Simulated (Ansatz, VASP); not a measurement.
## One calculation of BaTe, two programs

The input INCAR:

```
SYSTEM = BaTe
ALGO     = Normal         ! electronic algorithm
EDIFF    = 1E-6           ! SCF threshold, eV
ENCUT    = 520            ! plane-wave cutoff, eV
GGA      = PE             ! functional
ISIF     = 2              ! what is computed and relaxed
ISMEAR   = 0              ! smearing method
LASPH    = .TRUE.         ! aspherical terms in the spheres
LCHARG   = .FALSE.        ! write CHGCAR
LREAL    = .FALSE.        ! projectors in reciprocal space
LWAVE    = .FALSE.        ! write WAVECAR
NBANDS   = 15             ! bands
NELM     = 100            ! most SCF steps
PREC     = Accurate       ! precision mode
SIGMA    = 0.01           ! smearing width, eV
```

File KPOINTS:

```
k-points
0
G
  4 4 4
  0 0 0
```

The input POSCAR:

```
BaTe
1.0
    4.2448181598      0.0000000000      0.0000000000
    0.0000000000      4.2448181598      0.0000000000
    0.0000000000      0.0000000000      4.2448181598
Ba Te
1 1
Direct
    0.0000000000      0.0000000000      0.0000000000
    0.5000000000      0.5000000000      0.5000000000
```

Input for Ansatz:

```yaml
crystal:
  lattice:
    - [4.2448181598, 0.0, 0.0]
    - [0.0, 4.2448181598, 0.0]
    - [0.0, 0.0, 4.2448181598]
  atoms:
    - { symbol: Ba, position: [0.0, 0.0, 0.0] }
    - { symbol: Te, position: [0.5, 0.5, 0.5] }
kpoints:
  mp_grid: { grid: [4, 4, 4] }
hamiltonian:
  xc: pbe
scf:
  occupations: { method: fixed }
output:
  optics:
    e_range: [0, 12]
    de: 0.05
    sigma: 0.1
    bands: { spectra_wanted_up_to: 12 }
```

Alike in both runs: task single point; functional PBE; k mesh 4 × 4 × 4; no spin polarisation.

|  | VASP | Ansatz |
| --- | --- | --- |
| version | VASP 6.6.1 | Ansatz 0.2.0 |
| potentials or method | VASP PAW PBE potentials, release 64 (Ba_sv, Te) | plane waves, PAW |
| plane-wave cutoff (eV) | 520 | 420 |
| occupations | gaussian, width 0.01 eV | fixed |
| valence electrons in the cell | 16 | 26 |

```tsv
	VASP	Ansatz	Ansatz less VASP
gap on the k mesh at the Fermi level (eV)	0.74	0.84	+0.105
```

VASP's potentials hold 16 valence electrons a cell and Ansatz's 26, so a difference there can come from the potentials and not from the codes.

Spin-orbit coupling is off throughout.
